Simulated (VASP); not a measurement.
Set up this calculation in VASP 6.6.1, as the native input.

| Property | Result |
| --- | --- |
| Task | relaxation of cell and atoms |
| Functional | r2SCAN |
| Potentials or basis | VASP PAW PBE potentials, release 64 (Te, Pb_d) |
| Cutoff | 600 eV |
| k mesh | 14 × 14 × 14 |
| Occupations | fermi-dirac, width 0.08 eV |
| Spin | no spin polarisation |
| Dipole correction | no |
| Further INCAR settings | ALGO = Normal; EDIFF = 1e-06; IBRION = 2; EDIFFG = -0.002; NSW = 100; ISIF = 3 |

Crystal: TePb.

```xyz
2
Lattice="0.0000 3.2310 3.2310 3.2310 0.0000 3.2310 3.2310 3.2310 0.0000" Properties=species:S:1:pos:R:3 pbc="T T T"
Te    3.2310    3.2310    3.2310
Pb    0.0000    0.0000    0.0000
```

The input as run:

POSCAR

```
TePb
1.0
    0.0000000000      3.2310000000      3.2310000000
    3.2310000000      0.0000000000      3.2310000000
    3.2310000000      3.2310000000      0.0000000000
Te Pb
1 1
Direct
    0.5000000000      0.5000000000      0.5000000000
    0.0000000000      0.0000000000      0.0000000000
```

INCAR.step1

```
PREC = Accurate
ENCUT = 600
ISMEAR = -1
SIGMA = 0.08
LREAL = F
LASPH = T
NELM = 100
GGA = PE
ALGO = Normal
EDIFF = 1E-4
LWAVE = T
LCHARG = F
```

INCAR.step2

```
PREC = Accurate
ENCUT = 600
EDIFF = 1E-6
ISMEAR = -1
SIGMA = 0.08
LREAL = F
LASPH = T
NELM = 100
ALGO = Normal
ISIF = 3
LWAVE = F
LCHARG = F
METAGGA = R2SCAN
LMIXTAU = T
IBRION = 2
NSW = 100
EDIFFG = -0.002
ISTART = 1
```

KPOINTS

```
Automatic mesh
0
Gamma
  14 14 14
```

Potentials or basis: VASP PAW PBE potentials, release 64 (Te, Pb_d).

Launch:

```console
$ cat potpaw_PBE.64/Te/POTCAR potpaw_PBE.64/Pb_d/POTCAR > POTCAR
$ cp INCAR.step1 INCAR
$ mpirun -np 1 vasp_std > vasp.out
$ cp INCAR.step2 INCAR
$ mpirun -np 1 vasp_std > vasp.out
```

It gave:

```
Relaxed volume                        : 34.88 Å³/atom
Relaxed cell                          : a = 4.621 Å, b = 4.621 Å, c = 4.621 Å, α = 60.00°, β = 60.00°, γ = 60.00°
Space group after relaxing (to 0.1 Å) : Fm-3m (No. 225)
Energy gained by relaxing             : 5.4 meV/atom
Ionic steps                           : 3
Pressure after relaxing               : 0.0 GPa
Band gap on the k mesh                : 1.09 eV
```

Caveat: the PAW data sets were made with another functional, which shifts forces and pressure a little; spin-orbit coupling is left out, which moves the levels of the heavy elements.

Run time: 23 min on 1 thread of Intel Xeon 8259CL, with other jobs on the host, peak memory 0.37 GiB.
